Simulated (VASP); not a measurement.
# Si2Mo (I4/mmm) in VASP: a series of runs

Runs on Si2Mo. Level: PBEsol. Tasks: single point.

All numbers are computed with VASP 6.6.1; they aren't measurements. Logs are shortened: lines on timing, memory, paths and dates and some standing lists are left out, and cuts for length are marked.

### Step 1. The cell of the first run

Symmetry: I4/mmm, No. 139, tetragonal system. Conventional cell: a = 3.190 Å, b = 3.190 Å, c = 7.822 Å, α = 90.00°, β = 90.00°, γ = 90.00°. Within 3.4 Å of Si (site symmetry 4mm) lie 9 Si at 2.58 to 3.19 Å and 5 Mo at 2.60 to 2.62 Å. Mo (site symmetry 4/mmm) has 10 Si at 2.60 to 2.62 Å and 4 Mo at 3.19 Å within 3.4 Å.

### Step 2. Single point, PBEsol

Contents of INCAR:

```
PREC = Accurate
ENCUT = 520
EDIFF = 1E-7
ISMEAR = 0
SIGMA = 0.1
LREAL = False
LASPH = True
NELM = 80
ALGO = Normal
ISIF = 2
LWAVE = False
LCHARG = True
GGA = PS
LELF = True
LVHAR = True
NBANDS = 18
```

Contents of KPOINTS:

```
regular mesh
0
Gamma
  18 18 18
```

Contents of POSCAR:

```
Si2Mo
1.0
   -1.5951226549      1.5951226549      3.9109090651
    1.5951226549     -1.5951226549      3.9109090651
    1.5951226549      1.5951226549     -3.9109090651
Si Mo
2 1
Direct
    0.3350567058      0.3350567058      0.0000000000
    0.6649432942      0.6649432942      0.0000000000
    0.0000000000      0.0000000000      0.0000000000
```

Potentials or basis: VASP PAW PBE potentials, release 64 (Si, Mo_sv).

The run is started by

```
$ cat potpaw_PBE.64/Si/POTCAR potpaw_PBE.64/Mo_sv/POTCAR > POTCAR
$ mpirun -np 1 vasp_std > vasp.out
```

OUTCAR:

```text
PREC = Accurate
   ENCUT = 520
   EDIFF = 1E-7
   ISMEAR = 0
   LREAL = False
   LASPH = True
   NELM = 80
   ISIF = 2
   GGA = PS

 ion  position               nearest neighbor table
   1  0.335  0.335  0.000-   2 2.58   3 2.60   3 2.60   3 2.60   3 2.60   2 2.62   2 2.62   2 2.62
                             2 2.62   3 2.62
   2  0.665  0.665  0.000-   1 2.58   3 2.60   3 2.60   3 2.60   3 2.60   1 2.62   1 2.62   1 2.62
                             1 2.62   3 2.62
   3  0.000  0.000  0.000-   2 2.60   2 2.60   2 2.60   1 2.60   2 2.60   1 2.60   1 2.60   1 2.60
                             1 2.62   2 2.62

  LATTYP: Found a body centered tetragonal cell.
 ALAT       =     3.1902453098
 C/A-ratio  =     2.4517920632

  Lattice vectors:

 A1 = (  -1.5951226549,   1.5951226549,   3.9109090651)
 A2 = (   1.5951226549,  -1.5951226549,   3.9109090651)
 A3 = (   1.5951226549,   1.5951226549,  -3.9109090651)

Analysis of symmetry for initial positions (statically):
=====================================================================
 Subroutine PRICEL returns:
 Original cell was already a primitive cell.

 Routine SETGRP: Setting up the symmetry group for a
 body centered tetragonal supercell.

 Subroutine GETGRP returns: Found 16 space group operations
 (whereof 16 operations were pure point group operations)
 out of a pool of 16 trial point group operations.

The static configuration has the point symmetry D_4h.

Analysis of symmetry for dynamics (positions and initial velocities):
=====================================================================
 Subroutine PRICEL returns:
 Original cell was already a primitive cell.

 Routine SETGRP: Setting up the symmetry group for a
 body centered tetragonal supercell.

 Subroutine GETGRP returns: Found 16 space group operations
 (whereof 16 operations were pure point group operations)
 out of a pool of 16 trial point group operations.

The dynamic configuration has the point symmetry D_4h.

 Subroutine INISYM returns: Found 16 space group operations
 (whereof 16 operations are pure point group operations),
 and found     1 'primitive' translations

----------------------------------------------------------------------------------------

                                     Primitive cell

  volume of cell :      39.8039

  direct lattice vectors                    reciprocal lattice vectors
    -1.595122655  1.595122655  3.910909065     0.000000000  0.313455519  0.127847514
     1.595122655 -1.595122655  3.910909065     0.313455519  0.000000000  0.127847514
     1.595122655  1.595122655 -3.910909065     0.313455519  0.313455519  0.000000000

  length of vectors
     4.514869022  4.514869022  4.514869022     0.338525256  0.338525256  0.443293046

  position of ions in fractional coordinates (direct lattice)
     0.335056706  0.335056706  0.000000000
     0.664943294  0.664943294  0.000000000
     0.000000000  0.000000000  0.000000000

  ion indices of the primitive-cell ions
   primitive index   ion index
                 1           1
                 2           2
                 3           3

----------------------------------------------------------------------------------------

 KPOINTS: regular mesh

Automatic generation of k-mesh.
 Grid dimensions read from file:
 generate k-points for:   18   18   18

 Generating k-lattice:

  Cartesian coordinates                     Fractional coordinates (reciprocal lattice)
     0.000000000  0.017414196  0.007102640     0.055555556  0.000000000 -0.000000000
     0.017414196  0.000000000  0.007102640     0.000000000  0.055555556 -0.000000000
     0.017414196  0.017414196  0.000000000     0.000000000  0.000000000  0.055555556

  Length of vectors
     0.018806959  0.018806959  0.024627391

  Shift w.r.t. Gamma in fractional coordinates (k-lattice)
     0.000000000  0.000000000  0.000000000

 Subroutine IBZKPT returns following result:
 ===========================================

 Found    480 irreducible k-points:

 Following reciprocal coordinates:
            Coordinates               Weight
  0.000000  0.000000  0.000000      1.000000
  0.055556  0.000000 -0.000000      8.000000
  0.111111  0.000000 -0.000000      8.000000
  0.166667  0.000000 -0.000000      8.000000
  0.222222  0.000000  0.000000      8.000000
  0.277778  0.000000 -0.000000      8.000000
[... 16 lines left out ...]
 -0.277778  0.055556 -0.000000     16.000000
 -0.222222  0.055556  0.000000     16.000000
 [... further k-points ...]
   k-points           NKPTS =    480   k-points in BZ     NKDIM =    480   number of bands    NBANDS=     18
   number of dos      NEDOS =    301   number of ions     NIONS =      3
   total plane-waves  NPLWV =  46656
   dimension x,y,z NGX =    36 NGY =   36 NGZ =   36
   dimension x,y,z NGXF=    72 NGYF=   72 NGZF=   72
   ions per type =               2   1
   NGX,Y,Z   is equivalent  to a cutoff of  13.26, 13.26, 13.26 a.u.
   NGXF,Y,Z  is equivalent  to a cutoff of  26.51, 26.51, 26.51 a.u.
 SYSTEM =  unknown system
   PREC   = accura    normal or accurate (medium, high low for compatibility)
   ISTART =      0    job   : 0-new  1-cont  2-samecut
   ICHARG =      2    charge: 1-file 2-atom 10-const
   ISPIN  =      1    spin polarized calculation?
   LNONCOLLINEAR =      F non collinear calculations
   LSORBIT =      F    spin-orbit coupling
   LASPH  =      T    aspherical Exc in radial PAW
   ENCUT  =  520.0 eV  38.22 Ry    6.18 a.u.   8.39  8.39  8.39*2*pi/ulx,y,z
   NELM   =     80;   NELMIN=  2; NELMDL= -5     # of ELM steps
   EDIFF  = 0.1E-06   stopping-criterion for ELM
   LREAL  =      F    real-space projection
   EDIFFG = 0.1E-05   stopping-criterion for IOM
   NSW    =      0    number of steps for IOM
   IBRION =     -1    ionic relax: 0-MD 1-quasi-New 2-CG
   NFREE  =      0    steps in history (QN), initial steepest desc. (CG)
   ISIF   =      2    stress and relaxation
   ISYM   =      2    0-nonsym 1-usesym 2-fastsym
   POTIM  = 0.5000    time-step for ionic-motion
   TEBEG  =    0.0;   TEEND  =   0.0 temperature during run
   PSTRESS=    0.0 pullay stress
   NELECT =      22.0000    total number of electrons
   NUPDOWN=      -1.0000    fix difference up-down
   EMIN   =  10.00;   EMAX   =-10.00  energy-range for DOS
   EFERMI =   0.00;   METHOD = LEGACY
   ISMEAR =     0;   SIGMA  =   0.10  broadening in eV -4-tet -1-fermi 0-gaus
   EFERMI_NEDOS =   21; number of points for ismear=-14 and -15
   IALGO  =     38    algorithm
   IMIX   =      4    mixing-type and parameters
     AMIX     =   0.40;   BMIX     =  1.00
     AMIX_MAG =   1.60;   BMIX_MAG =  1.00
  volume/ion in A,a.u.               =      13.27        89.54
  Fermi-wavevector in a.u.,A,eV,Ry     =   1.343509  2.538863 24.558723  1.805015
  Thomas-Fermi vector in A             =   2.471577
   LORBIT       =      0    0 simple, 1 ext, 2 COOP (PROOUT), +10 PAW based schemes
   GGA     = PS    functional components
   LHFCALC =     F    Hartree Fock is set to
   AEXX    =    0.0000 exact exchange contribution
   IVDW    =     0    specifies the selected vdW correction
   LEPSILON=     F    determine dielectric tensor
   LRPA    =     F    only Hartree local field effects (RPA)
 non-spin polarized calculation
 Gauss-broadening in eV      SIGMA  =   0.10
  energy-cutoff  :      520.00
  volume of cell :       39.80
 maximum number of plane-waves:      1104
 NGX is ok and might be reduce to    36
   NGX = 17   NGY = 17   NGZ = 17

 number of electron      22.0000000 magnetization

 Free energy of the ion-electron system (eV)
  ---------------------------------------------------
  ext. energy  EPLUGINS =         0.00000000
  ---------------------------------------------------
  free energy    TOTEN  =       -25.08000101 eV

  energy without entropy =      -25.07881738  energy(sigma->0) =      -25.07940920

 E-fermi :  12.3363     XC(G=0): -12.5618

 val. band max:       12.3362635864   @ k =  -0.3333  -0.3333   0.2778
 cond. band min:      12.3410474715   @ k =  -0.0556   0.0556   0.0000
 fundamental gap:      0.0047838851
 Fermi energy:        12.3363465564

 k-point     1 :       0.0000    0.0000    0.0000
  band No.  band energies     occupation
      1     -48.2715      2.00000
      2     -22.4619      2.00000
      3     -22.3780      2.00000
      4     -22.3780      2.00000
      5      -1.1634      2.00000
      6       5.8666      2.00000
[... 10 lines left out ...]
     17      17.5356      0.00000
     18      17.5356      0.00000

 k-point     2 :       0.0556    0.0000   -0.0000
  band No.  band energies     occupation
      1     -48.2709      2.00000
      2     -22.4613      2.00000
      3     -22.3863      2.00000
      4     -22.3772      2.00000
      5      -1.1064      2.00000
      6       5.8727      2.00000
[... 10 lines left out ...]
     17      17.5702      0.00000
     18      17.9028      0.00000

 k-point     3 :       0.1111    0.0000   -0.0000
  band No.  band energies     occupation
      1     -48.2692      2.00000
      2     -22.4595      2.00000
      3     -22.4102      2.00000
      4     -22.3750      2.00000
      5      -0.9368      2.00000
      6       5.8801      2.00000
[... 10 lines left out ...]
     17      17.7529      0.00000
     18      18.7059      0.00000

 k-point     4 :       0.1667    0.0000   -0.0000
  band No.  band energies     occupation
      1     -48.2666      2.00000
      2     -22.4570      2.00000
      3     -22.4464      2.00000
      4     -22.3716      2.00000
      5      -0.6586      2.00000
      6       5.8491      2.00000
[... 375 lines left out ...]
      4     -22.3667      2.00000
      5       0.7169      2.00000
      6       4.9389      2.00000
[... 10 lines left out ...]
     17      19.5287      0.00000
     18      20.8737      0.00000

 k-point    23 :      -0.2778    0.0556   -0.0000
  band No.  band energies     occupation
      1     -48.2594      2.00000
      2     -22.5368      2.00000
      3     -22.4478      2.00000
      4     -22.3709      2.00000
      5       0.1726      2.00000
      6       5.5360      2.00000
[... 10 lines left out ...]
     17      19.3077      0.00000
     18      20.6639      0.00000

 k-point    24 :      -0.2222    0.0556    0.0000
  band No.  band energies     occupation
      1     -48.2628      2.00000
      2     -22.4900      2.00000
      3     -22.4515      2.00000
      4     -22.3754      2.00000
      5      -0.2872      2.00000
      6       5.9525      2.00000
[... 10 lines left out ...]
     17      18.6538      0.00000
     18      20.8188      0.00000

 [... further k-points ...]

------------------------ aborting loop because EDIFF is reached ----------------------------------------

  FORCE on cell =-STRESS in cart. coord.  units (eV):
  Direction    XX          YY          ZZ          XY          YZ          ZX
  --------------------------------------------------------------------------------------
  -------------------------------------------------------------------------------------
  Total        0.0882401      0.0882401      0.0760755      0.0000000     -0.0000000     -0.0000000
  in kB        3.5518182      3.5518182      3.0621724      0.0000000     -0.0000000     -0.0000000
  external PRESSURE =       3.3886029 kB  Pullay stress =       0.0000000 kB

 VOLUME and BASIS-vectors are now :
 -----------------------------------------------------------------------------
  energy-cutoff  :      520.00
  volume of cell :       39.80
      direct lattice vectors                 reciprocal lattice vectors
    -1.595122655  1.595122655  3.910909065     0.000000000  0.313455519  0.127847514
     1.595122655 -1.595122655  3.910909065     0.313455519  0.000000000  0.127847514
     1.595122655  1.595122655 -3.910909065     0.313455519  0.313455519  0.000000000

 POSITION                                       TOTAL-FORCE (eV/Angst)
 -----------------------------------------------------------------------------------
      0.00000      0.00000      2.62075         0.000000      0.000000     -0.003195
      0.00000      0.00000      5.20107        -0.000000     -0.000000      0.003195
      0.00000      0.00000      0.00000         0.000000      0.000000     -0.000000
 -----------------------------------------------------------------------------------
    total drift:                               -0.000000      0.000000     -0.000000

  FREE ENERGIE OF THE ION-ELECTRON SYSTEM (eV)
  ---------------------------------------------------
  free  energy   TOTEN  =       -25.0800010073 eV

  energy  without entropy=      -25.0788173844  energy(sigma->0) =      -25.07940920
```

Wall time 3 min (1 thread of Intel Xeon Platinum 8481C at 2.70GHz (Sapphire Rapids), shared host); peak memory 0.46 GiB.

Results:

| Property | Result |
| --- | --- |
| Free energy | -25.0800 eV |
| Pressure | 0.3 GPa |
| Largest force | 0.003 eV/Å |
| Band gap on the k mesh | zero (bands 11 and 12 overlap by 0.95 eV) |

Forces on the atoms (eV/Å):
```
Si   0.000  0.000 -0.003
Si   0.000  0.000  0.003
Mo   0.000  0.000  0.000
```

Caveat: the PAW data sets were made with another functional, which shifts forces and pressure a little.

### Step 3. Single point, PBEsol

Contents of INCAR:

```
SYSTEM = Si2Mo
PREC = Accurate
ENCUT = 520
EDIFF = 1E-7
ISMEAR = 0
SIGMA = 0.15
LREAL = .False.
LASPH = .True.
NELM = 60
ALGO = Normal
ISIF = 2
LWAVE = .False.
LCHARG = .False.
GGA = PS
NBANDS = 18
```

Contents of KPOINTS:

```
regular mesh
0
Gamma
  18 18 18
  0 0 0
```

POSCAR is that of step 2.

Potentials or basis: VASP PAW PBE potentials, release 64 (Si, Mo_sv).

The run is started by

```
$ cat potpaw_PBE.64/Si/POTCAR potpaw_PBE.64/Mo_sv/POTCAR > POTCAR
$ mpirun -np 1 vasp_std > vasp.out
```

OUTCAR:

```text
SYSTEM = Si2Mo
   PREC = Accurate
   ENCUT = 520
   EDIFF = 1E-7
   ISMEAR = 0
   LREAL = .False.
   LASPH = .True.
   NELM = 60
   ISIF = 2
   GGA = PS

 ion  position               nearest neighbor table
   1  0.335  0.335  0.000-   2 2.58   3 2.60   3 2.60   3 2.60   3 2.60   2 2.62   2 2.62   2 2.62
                             2 2.62   3 2.62
   2  0.665  0.665  0.000-   1 2.58   3 2.60   3 2.60   3 2.60   3 2.60   1 2.62   1 2.62   1 2.62
                             1 2.62   3 2.62
   3  0.000  0.000  0.000-   2 2.60   2 2.60   2 2.60   1 2.60   2 2.60   1 2.60   1 2.60   1 2.60
                             1 2.62   2 2.62

  LATTYP: Found a body centered tetragonal cell.
 ALAT       =     3.1902453098
 C/A-ratio  =     2.4517920632

  Lattice vectors:

 A1 = (  -1.5951226549,   1.5951226549,   3.9109090651)
 A2 = (   1.5951226549,  -1.5951226549,   3.9109090651)
 A3 = (   1.5951226549,   1.5951226549,  -3.9109090651)

Analysis of symmetry for initial positions (statically):
=====================================================================
 Subroutine PRICEL returns:
 Original cell was already a primitive cell.

 Routine SETGRP: Setting up the symmetry group for a
 body centered tetragonal supercell.

[... 173 lines left out ...]
 fundamental gap:      0.0621953393
 Fermi energy:        12.3326228855

 k-point     1 :       0.0000    0.0000    0.0000
  band No.  band energies     occupation
      1     -48.2711      2.00000
      2     -22.4617      2.00000
      3     -22.3775      2.00000
      4     -22.3775      2.00000
      5      -1.1635      2.00000
      6       5.8667      2.00000
[... 481 lines left out ...]
      5      -0.2873      2.00000
      6       5.9525      2.00000
[... 10 lines left out ...]
     17      18.6539      0.00000
     18      20.8187      0.00000

 [... further k-points ...]

------------------------ aborting loop because EDIFF is reached ----------------------------------------

  FORCE on cell =-STRESS in cart. coord.  units (eV):
  Direction    XX          YY          ZZ          XY          YZ          ZX
  --------------------------------------------------------------------------------------
  -------------------------------------------------------------------------------------
  Total        0.0875825      0.0875825      0.0782657      0.0000000      0.0000000      0.0000000
  in kB        3.5253490      3.5253490      3.1503322      0.0000000      0.0000000      0.0000000
  external PRESSURE =       3.4003434 kB  Pullay stress =       0.0000000 kB

 VOLUME and BASIS-vectors are now :
 -----------------------------------------------------------------------------
  energy-cutoff  :      520.00
  volume of cell :       39.80
      direct lattice vectors                 reciprocal lattice vectors
    -1.595122655  1.595122655  3.910909065     0.000000000  0.313455519  0.127847514
     1.595122655 -1.595122655  3.910909065     0.313455519  0.000000000  0.127847514
     1.595122655  1.595122655 -3.910909065     0.313455519  0.313455519  0.000000000

 POSITION                                       TOTAL-FORCE (eV/Angst)
 -----------------------------------------------------------------------------------
      0.00000      0.00000      2.62075         0.000000      0.000000     -0.002876
      0.00000      0.00000      5.20107        -0.000000     -0.000000      0.002876
      0.00000      0.00000      0.00000         0.000000      0.000000      0.000000
 -----------------------------------------------------------------------------------
    total drift:                               -0.000000      0.000000     -0.000000

  FREE ENERGIE OF THE ION-ELECTRON SYSTEM (eV)
  ---------------------------------------------------
  free  energy   TOTEN  =       -25.0807418651 eV

  energy  without entropy=      -25.0780547479  energy(sigma->0) =      -25.07939831
```

Run time: 3 min. Hardware: 1 thread of Intel Xeon Platinum 8481C at 2.70GHz (Sapphire Rapids), shared host; peak memory 0.46 GiB.

What came out:

```yaml
Free_energy: -25.0807 eV
Pressure: 0.3 GPa
Band_gap_on_the_k_mesh: zero (bands 11 and 12 overlap by 0.95 eV)
```

Forces in eV/Å, atoms in the order of the input:
```
Si   0.000  0.000 -0.003
Si   0.000  0.000  0.003
Mo   0.000  0.000  0.000
```

Levels at points of the mesh, in eV from the Fermi level:
| k point | band 9 | band 10 | band 11 | band 12 | band 13 | band 14 |
| --- | --- | --- | --- | --- | --- | --- |
| (0.00, 0.00, 0.00) | -2.64 | -2.64 | 0.39 | 3.14 | 3.24 | 3.56 |
| (0.50, 0.00, 0.00) | -2.62 | -2.60 | -0.51 | 2.29 | 3.14 | 4.15 |
| (0.50, 0.50, 0.00) | -4.48 | -3.10 | -1.21 | 2.34 | 2.78 | 3.19 |
| (0.50, 0.50, 0.50) | -0.58 | -0.58 | -0.46 | -0.46 | 0.52 | 4.77 |

Caveat: the PAW data sets were made with another functional, which shifts forces and pressure a little.
